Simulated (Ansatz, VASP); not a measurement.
# MoS2 in VASP and in Ansatz

```
CELL_PARAMETERS angstrom
2.23867 -2.30290 0.00000
2.23867 2.30290 0.00000
0.00000 0.00000 6.20697
ATOMIC_POSITIONS crystal
Mo 0.00000 0.00000 0.00000
S 0.00000 0.00000 0.71324
S 0.00000 0.00000 0.28676
```

Alike in both runs: task relaxation of cell and atoms; functional PBE; k mesh 6 × 6 × 4; occupations gaussian, width 0.1 eV; collinear spin.

```csv
,VASP,Ansatz
version,VASP 6.6.1,Ansatz 0.2.0
potentials or method,"VASP PAW PBE potentials, release 64 (Mo_sv, S), cutoff 600 eV","scalar-relativistic, plane waves, PAW"
valence electrons in the cell,26,26
```

Ansatz gave:

```
gap on the k mesh at the Fermi level, each at its own relaxed structure (eV) : none
net moment per atom (μB)                                                     : 0.00
relaxed volume (Å³/atom)                                                     : 19.56
relaxed cell length with the largest relative difference (Å)                 : 9.015
```

Question: Estimate VASP's values.

Answer: gap on the k mesh at the Fermi level, each at its own relaxed structure (eV): none; net moment per atom (μB): 0.00; relaxed volume (Å³/atom): 19.01; relaxed cell length with the largest relative difference (Å): 8.773.

A gap of «none» marks a metal or a gap that the smearing closes. Ansatz's warnings: seeded moment not kept.
